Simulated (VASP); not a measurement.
Set up this calculation in VASP 6.6.1, as the native input.

| Quantity | Value |
| --- | --- |
| Task | single point |
| Functional | PBE |
| Potentials or basis | VASP PAW PBE potentials, release 64 (Sr_sv, N) |
| Cutoff | 600 eV |
| k mesh | 4 × 4 × 4 |
| Occupations | gaussian, width 0.1 eV |
| Spin | collinear spin, ferromagnetic start |
| Starting moments | [0.0, 0.0, 0.0, 0.0, 0.0, 0.0, 1.0, 1.0] μB |
| Dipole correction | no |
| Further INCAR settings | ALGO = Normal; EDIFF = 1e-06; NBANDS = 49 |

The structure of Sr3N lies in POSCAR:

```
Sr3N
1.0
    6.4344952152      0.0000000000      0.0000000000
    0.0000000000      6.4344952152      0.0000000000
    0.0000000000      0.0000000000      6.4344952152
Sr N
6 2
Direct
    0.5000000000      0.2500000000      0.0000000000
    0.5000000000      0.7500000000      0.0000000000
    0.2500000000      0.0000000000      0.5000000000
    0.7500000000      0.0000000000      0.5000000000
    0.0000000000      0.5000000000      0.2500000000
    0.0000000000      0.5000000000      0.7500000000
    0.5000000000      0.5000000000      0.5000000000
    0.0000000000      0.0000000000      0.0000000000
```

The cell was generated, and may not be a known phase.

The input as run:

INCAR

```
SYSTEM = Sr3N
PREC = Accurate
ENCUT = 600
EDIFF = 1E-6
ISMEAR = 0
SIGMA = 0.1
LREAL = .False.
LASPH = .True.
NELM = 200
ALGO = Normal
ISIF = 2
LWAVE = .False.
LCHARG = .False.
ISPIN = 2
MAGMOM = 0 0 0 0 0 0 1 1
LORBIT = 11
GGA = PE
NBANDS = 49
GGA_COMPAT = .False.
```

KPOINTS

```
regular mesh
0
Gamma
  4 4 4
  0 0 0
```

Potentials or basis: VASP PAW PBE potentials, release 64 (Sr_sv, N).

Launch:

```bash
$ cat potpaw_PBE.64/Sr_sv/POTCAR potpaw_PBE.64/N/POTCAR > POTCAR
$ mpirun -np 1 vasp_std > vasp.out
```

Results of the run:

The pressure is -0.5 GPa. The net moment is 5.25 μB per cell and the site moments are Sr +0.23; N +0.25 μB. The valence electrons inside the program's atomic spheres are Sr 8.02; N 3.33.

It took 12 min on 1 thread of Intel Xeon 8259CL, on a shared host, peak memory 0.64 GiB.
